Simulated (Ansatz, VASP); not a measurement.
Two plane-wave programs on CuSn3S8

File INCAR:

```
SYSTEM = CuSn3S8
  PREC = Accurate
  ENCUT = 520
  EDIFF = 1E-6
  ISMEAR = 0
  SIGMA = 0.01
  LREAL = .False.
  LASPH = .True.
  NELM = 150
  ALGO = Normal
  ISIF = 2
  LWAVE = .False.
  LCHARG = .False.
  LMAXMIX = 4
  LDAU = .True.
  LDAUTYPE = 2
  LDAUL = 2 -1 -1
  LDAUU = 4 0 0
  LDAUJ = 0 0 0
  LDAUPRINT = 1
  GGA = PE
  NBANDS = 62
```

The input KPOINTS:

```
Automatic mesh
0
Gamma
  2 2 3
  0 0 0
```

Contents of POSCAR:

```
CuSn3S8
1.0
    7.2133966900      0.0000000000      0.0000000000
   -3.6066983400      6.2469847800      0.0000000000
    0.0000000000      0.0000000000      5.5440000000
Cu Sn S
1 3 8
Direct
    0.0000000000      0.0000000000      0.0000000000
    0.0000000000      0.5000000000      0.0000000000
    0.5000000000      0.0000000000      0.0000000000
    0.5000000000      0.5000000000      0.0000000000
    0.1666666700      0.3333333300      0.7369000000
    0.1666666700      0.8333333300      0.7369000000
    0.6666666700      0.3333333300      0.7369000000
    0.6666666700      0.8333333300      0.7369000000
    0.3333333300      0.1666666700      0.2631000000
    0.3333333300      0.6666666700      0.2631000000
    0.8333333300      0.1666666700      0.2631000000
    0.8333333300      0.6666666700      0.2631000000
```

Input for Ansatz:

```yaml
crystal:
  lattice:
    - [7.21339669, 0.0, 0.0]
    - [-3.60669834, 6.24698478, 0.0]
    - [0.0, 0.0, 5.544]
  atoms:
    - { symbol: Cu, position: [0.0, 0.0, 0.0] }
    - { symbol: Sn, position: [0.0, 0.5, 0.0] }
    - { symbol: Sn, position: [0.5, 0.0, 0.0] }
    - { symbol: Sn, position: [0.5, 0.5, 0.0] }
    - { symbol: S, position: [0.16666667, 0.33333333, 0.7369] }
    - { symbol: S, position: [0.16666667, 0.83333333, 0.7369] }
    - { symbol: S, position: [0.66666667, 0.33333333, 0.7369] }
    - { symbol: S, position: [0.66666667, 0.83333333, 0.7369] }
    - { symbol: S, position: [0.33333333, 0.16666667, 0.2631] }
    - { symbol: S, position: [0.33333333, 0.66666667, 0.2631] }
    - { symbol: S, position: [0.83333333, 0.16666667, 0.2631] }
    - { symbol: S, position: [0.83333333, 0.66666667, 0.2631] }
hamiltonian:
  xc: pbe
  pseudopotentials: { kind: paw }
  hubbard: { sites: [{ species: Cu, l: d, u_eff: 4.0 }] }
basis:
  ecutwfc: 420
kpoints:
  mp_grid: { grid: [2, 2, 3] }
scf:
  occupations: { method: gaussian, width: 0.01 }
  lower_state_search: "off"
output:
  forces: true
  stress: true
```

Alike in both runs: task single point; functional PBE; k mesh 2 × 2 × 3; occupations gaussian, width 0.01 eV; no spin polarisation; Hubbard terms Cu d U = 4.0 eV.

|  | VASP | Ansatz |
| --- | --- | --- |
| version | VASP 6.6.1 | Ansatz 0.2.0 |
| potentials or method | VASP PAW PBE potentials, release 64 (Cu, Sn_d, S), cutoff 520 eV | PAW, plane waves, scalar-relativistic |
| valence electrons in the cell | 101 | 109 |

VASP gave:

```
pressure (GPa)                                                : 2.9
traceless stress, the component that is largest in VASP (GPa) : -0.30
rms of the force components (eV/Å)                            : 0.287
```

**Question.** Estimate Ansatz's values.

**Answer.** Pressure (GPa): 3.1; traceless stress, the component that is largest in VASP (GPa): -0.33; rms of the force components (eV/Å): 0.274.

The programs project onto different local orbitals, so the same U acts differently, and such runs can settle in different states. Atom by atom the forces differ by 0.016 eV/Å (rms over components). VASP's potentials hold 101 valence electrons a cell and Ansatz's 109, so a difference there can come from the potentials and not from the codes. Ansatz's warnings: filled band counts differ across k points.

The k mesh is coarse, so the values compare programs but aren't converged.
